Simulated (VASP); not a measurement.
PbS:

```
Pb S
1.0
    -0.02927    3.27171    3.27171
     3.27171   -0.02927    3.27171
     3.27171    3.27171   -0.02927
Pb S
1 1
Direct
  0.99910 0.99910 0.99910
  0.25090 0.25090 0.25090
```

This cell differs from its parent crystal: strain along [111] -1.3%.

Base run:

```yaml
Program: VASP 6.6.1
Functional: r2SCAN
Potentials_or_basis: VASP PAW PBE potentials, release 64 (Pb_d, S)
Cutoff: 520 eV
k_mesh: 6 × 6 × 6
Occupations: gaussian, width 0.01 eV
Spin: no spin polarisation
```

Its results: band gap on the k mesh 1.04 eV, indirect (least direct gap 1.43 eV); pressure 0.5 GPa.

The run is repeated on the same cell with these changes: functional from r2SCAN to PBE; occupations from gaussian, width 0.01 eV to fermi-dirac, width 0.02 eV. What comes out?

Band gap on the k mesh 0.89 eV, indirect (least direct gap 1.25 eV); pressure 1.2 GPa.

Caveats: spin-orbit coupling is left out, which moves the levels of the heavy elements; the PAW data sets were made with another functional, which shifts forces and pressure a little (some runs).

A k mesh can miss the band edges.
